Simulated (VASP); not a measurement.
BN, 4 atoms in the cell. It takes space group P6_3/mmc (No. 194, hexagonal). The conventional cell has a = 2.554 Å, b = 2.554 Å, c = 6.661 Å, α = 90.00°, β = 90.00°, γ = 120.00°. Within 2.0 Å of B (site symmetry -6m2) lie 3 N at 1.47 Å. N (site symmetry -6m2) has 3 B at 1.47 Å within 2.0 Å.  This cell differs from its parent crystal: equal xx and yy strain of +2 %.

| Property | Result |
| --- | --- |
| Program | VASP 6.6.1 |
| Task | single point |
| Functional | PBEsol |
| Potentials or basis | VASP PAW PBE potentials, release 64 (B, N) |
| Cutoff | 520 eV |
| k mesh | 11 × 11 × 4 |
| Occupations | fermi-dirac, width 0.03 eV |
| Spin | no spin polarisation |
| Dipole correction | no |
| Further INCAR settings | ALGO = Normal; EDIFF = 1e-07; NBANDS = 16 |

Potentials or basis: VASP PAW PBE potentials, release 64 (B, N).

The run is started by

```console
$ cat potpaw_PBE.64/B/POTCAR potpaw_PBE.64/N/POTCAR > POTCAR
$ mpirun -np 1 vasp_std > vasp.out
```

Hardware: 1 thread of Intel Xeon 6975P-C (shared host).

Question: Estimate the wall time of this run.

Answer: Wall time 23 s on 1 thread of Intel Xeon 6975P-C, with other jobs on the host, peak memory 0.16 GiB. Counts: scf iterations 14, k points 48.
